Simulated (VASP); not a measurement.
Crystal: C.

```
C
1.0
     0.00000    1.76091    1.76091
     1.76091    0.00000    1.76091
     1.76091    1.76091    0.00000
C
2
Direct
  0.50000 0.50000 0.50000
  0.75000 0.75000 0.75000
```

Base run:

| Item | Value |
| --- | --- |
| Program | VASP 6.6.1 |
| Functional | LDA |
| Potentials or basis | VASP PAW LDA potentials, release 64 (C_h) |
| Cutoff | 910 eV |
| k mesh | 10 × 10 × 10 |
| Occupations | gaussian, width 0.01 eV |
| Spin | no spin polarisation |

Its results: band gap on the k mesh 4.23 eV, indirect (least direct gap 5.65 eV); pressure 4.7 GPa.

Q: The run is repeated on the same cell with these changes: potentials or basis from VASP PAW LDA potentials, release 64 (C_h) to VASP PAW LDA potentials, release 64 (C); cutoff from 910 eV to 520 eV; further incar settings from ALGO = Normal; EDIFF = 1e-06; NBANDS = 11 to ALGO = Normal; EDIFF = 1e-07; NBANDS = 11. What comes out?

A: Band gap on the k mesh 4.22 eV, indirect (least direct gap 5.65 eV); pressure 5.7 GPa.

Caveats: the cutoff is under 1.25 times the usual one of these potentials, so pressure, stress and relaxed cells hold a basis-set (Pulay) error (some runs).

A k mesh can miss the band edges.
